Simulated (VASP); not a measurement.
Wanted: the native input for a VASP 6.6.1 run.

```
Task                   : single point
Functional             : r2SCAN
Potentials or basis    : VASP PAW PBE potentials, release 64 (I, Cs_sv, Sn_d)
Cutoff                 : 520 eV
k mesh                 : 6 × 6 × 6
Occupations            : gaussian, width 0.2181 eV
Spin                   : no spin polarisation
Dipole correction      : no
Further INCAR settings : ALGO = Normal; EDIFF = 1e-06; NBANDS = 30
```

CsSnI3:

```
CELL_PARAMETERS angstrom
4.27556 2.46849 3.61823
-4.27556 2.46849 3.61823
0.00000 -4.93699 3.61823
ATOMIC_POSITIONS crystal
I 0.50693 0.99874 0.50693
I 0.50693 0.50693 0.99874
I 0.99874 0.50693 0.50693
Cs 0.01000 0.01000 0.01000
Sn 0.53943 0.53943 0.53943
```

The input as run:

POSCAR

```
CsSnI3
1.0
    4.2755620000      2.4684920000      3.6182320000
   -4.2755620000      2.4684920000      3.6182320000
    0.0000000000     -4.9369950000      3.6182320000
I Cs Sn
3 1 1
Direct
    0.5069300000      0.9987400000      0.5069300000
    0.5069300000      0.5069300000      0.9987400000
    0.9987400000      0.5069300000      0.5069300000
    0.0100000000      0.0100000000      0.0100000000
    0.5394300000      0.5394300000      0.5394300000
```

INCAR.step1

```
  PREC = Accurate
  ENCUT = 520
  ISMEAR = 0
  SIGMA = 0.2181
  LREAL = False
  LASPH = True
  NELM = 60
  NBANDS = 30
  GGA = PE
  ALGO = Normal
  EDIFF = 1E-4
  LWAVE = True
  LCHARG = False
```

INCAR.step2

```
  PREC = Accurate
  ENCUT = 520
  EDIFF = 1E-6
  ISMEAR = 0
  SIGMA = 0.2181
  LREAL = False
  LASPH = True
  NELM = 60
  ALGO = Normal
  ISIF = 2
  LWAVE = False
  LCHARG = True
  METAGGA = R2SCAN
  LMIXTAU = True
  LELF = True
  LVHAR = True
  NBANDS = 30
  ISTART = 1
```

KPOINTS

```
Automatic mesh
0
Gamma
  6 6 6
```

Potentials or basis: VASP PAW PBE potentials, release 64 (I, Cs_sv, Sn_d).

Launch:

```sh
$ cat potpaw_PBE.64/I/POTCAR potpaw_PBE.64/Cs_sv/POTCAR potpaw_PBE.64/Sn_d/POTCAR > POTCAR
$ cp INCAR.step1 INCAR
$ mpirun -np 1 vasp_std > vasp.out
$ cp INCAR.step2 INCAR
$ mpirun -np 1 vasp_std > vasp.out
```

Results of the run:

```json
{"Pressure": "2.1 GPa", "Largest force": "1.047 eV/Å", "Band gap on the k mesh": "0.48 eV"}
```

Caveat: semilocal functionals underestimate gaps, and a narrow one can read as zero; the PAW data sets were made with another functional, which shifts forces and pressure a little; spin-orbit coupling is left out, which moves the levels of the heavy elements.

Run time: 6.7 min on 1 thread of Intel(R) Xeon(R) Platinum 8488C (Sapphire Rapids) (shared host), peak memory 0.51 GiB.
